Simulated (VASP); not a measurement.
# FeSi: single point with r2SCAN

The system is FeSi.

```
Fe Si
1.0
     4.40307    0.00000    0.00000
     0.00000    4.40307    0.00000
     0.00000    0.00000    4.40307
Fe Si
4 4
Direct
  0.13667 0.13667 0.13667
  0.36333 0.86333 0.63667
  0.63667 0.36333 0.86333
  0.86333 0.63667 0.36333
  0.84113 0.84113 0.84113
  0.65887 0.15887 0.34113
  0.34113 0.65887 0.15887
  0.15887 0.34113 0.65887
```

| Item | Value |
| --- | --- |
| Program | VASP 6.6.1 |
| Task | single point |
| Functional | r2SCAN |
| Potentials or basis | VASP PAW PBE potentials, release 64 (Fe, Si) |
| Cutoff | 520 eV |
| k mesh | 8 × 8 × 8 |
| Occupations | gaussian, width 0.05 eV |
| Spin | no spin polarisation |
| Dipole correction | no |
| Further INCAR settings | ALGO = Normal; EDIFF = 1e-07; NBANDS = 34 |

- Pressure: 0.4 GPa
- Largest force: 0.036 eV/Å
- Band gap on the k mesh: 0.33 eV (least direct gap 0.33 eV)

Forces on the atoms (eV/Å):
```
Fe   0.021  0.021  0.021
Fe  -0.021 -0.021  0.021
Fe   0.021 -0.021 -0.021
Fe  -0.021  0.021 -0.021
Si   0.001  0.001  0.001
Si  -0.001 -0.001  0.001
Si   0.001 -0.001 -0.001
Si  -0.001  0.001 -0.001
```

Levels at points of the mesh, in eV from the valence-band top:
```csv
k point,band 20,band 21,band 22,band 23,band 24,band 25,band 26,band 27,band 28,band 29
"(0.00, 0.00, 0.00)",-0.38,-0.38,-0.38,-0.12,-0.12,0.85,0.85,0.85,3.41,3.41
"(0.50, 0.00, 0.00)",-1.39,-0.48,-0.48,-0.05,-0.05,0.37,0.37,1.96,1.96,2.54
"(0.50, 0.50, 0.00)",-1.34,-1.10,-1.10,-0.44,-0.44,0.81,0.81,1.56,1.56,3.05
"(0.50, 0.50, 0.50)",-0.81,-0.79,-0.79,-0.79,-0.79,0.73,0.73,0.73,0.73,6.34
```

Wall time 5.7 min on 1 thread of AMD EPYC 9R45 96-Core Processor (Zen 5), on a shared host, peak memory 0.25 GiB.

Caveat: the PAW data sets were made with another functional, which shifts forces and pressure a little. Spin polarisation is off, so any magnetic state and its effect on volume and gap are missing.
